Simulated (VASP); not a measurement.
Wanted: the native input for a VASP 6.6.1 run.

* Task: relaxation of cell and atoms
* Functional: r2SCAN
* Potentials or basis: VASP PAW PBE potentials, release 64 (Sn_d, O)
* Cutoff: 600 eV
* k mesh: 12 × 12 × 4
* Occupations: gaussian, width 0.02 eV
* Spin: no spin polarisation
* Dipole correction: no
* Further INCAR settings: ALGO = Normal; EDIFF = 1e-06; IBRION = 2; EDIFFG = -0.01; NSW = 80; ISIF = 3

SnO:

```xyz
4
Lattice="3.2979 0.0000 0.0000 -1.6490 2.8561 0.0000 0.0000 0.0000 9.1464" Properties=species:S:1:pos:R:3 pbc="T T T"
Sn    0.0000    0.0000   -0.0568
Sn    0.0000    1.9040    4.5163
O     0.0000    0.0000    3.4867
O     0.0000    1.9040    8.0599
```

These files were run (other wordings do the same):

POSCAR

```
SnO
1.0
    3.2979101338      0.0000000000      0.0000000000
   -1.6489550669      2.8560739553      0.0000000000
    0.0000000000      0.0000000000      9.1463502835
Sn O
2 2
Direct
    0.0000000000      0.0000000000     -0.0062153349
    0.3333333333      0.6666666667      0.4937846651
    0.0000000000      0.0000000000      0.3812158348
    0.3333333333      0.6666666667      0.8812158348
```

INCAR.step1

```
SYSTEM = SnO
  ALGO = Normal
  EDIFF = 1E-4
  ENCUT = 600
  GGA = PE
  ISMEAR = 0
  LASPH = .TRUE.
  LCHARG = .FALSE.
  LREAL = .FALSE.
  LWAVE = .TRUE.
  NELM = 80
  PREC = Accurate
  SIGMA = 0.02
```

INCAR.step2

```
SYSTEM = SnO
  ALGO = Normal
  EDIFF = 1E-6
  EDIFFG = -0.01
  ENCUT = 600
  IBRION = 2
  ISIF = 3
  ISMEAR = 0
  ISTART = 1
  LASPH = .TRUE.
  LCHARG = .FALSE.
  LMIXTAU = .TRUE.
  LREAL = .FALSE.
  LWAVE = .FALSE.
  METAGGA = R2SCAN
  NELM = 80
  NSW = 80
  PREC = Accurate
  SIGMA = 0.02
```

KPOINTS

```
k-points
0
G
  12 12 4
  0 0 0
```

Potentials or basis: VASP PAW PBE potentials, release 64 (Sn_d, O).

Command:

```sh
$ cat potpaw_PBE.64/Sn_d/POTCAR potpaw_PBE.64/O/POTCAR > POTCAR
$ cp INCAR.step1 INCAR
$ mpirun -np 1 vasp_std > vasp.out
$ cp INCAR.step2 INCAR
$ mpirun -np 1 vasp_std > vasp.out
```

It gave:

| Property | Result |
| --- | --- |
| Relaxed volume | 21.45 Å³/atom |
| Relaxed cell | a = 3.303 Å, b = 3.303 Å, c = 9.080 Å, α = 90.00°, β = 90.00°, γ = 120.00° |
| Space group after relaxing (to 0.1 Å) | P6_3mc (No. 186) |
| Energy gained by relaxing | 0.4 meV/atom |
| Ionic steps | 9 |
| Pressure after relaxing | 0.0 GPa |
| Band gap on the k mesh | 1.58 eV (least direct gap 1.82 eV) |

Caveat: the PAW data sets were made with another functional, which shifts forces and pressure a little; spin-orbit coupling is left out, which moves the levels of the heavy elements.

Run time: 77 min on 1 thread of Oxide Virtual Turin-like Processor, with other jobs on the host, peak memory 0.32 GiB.
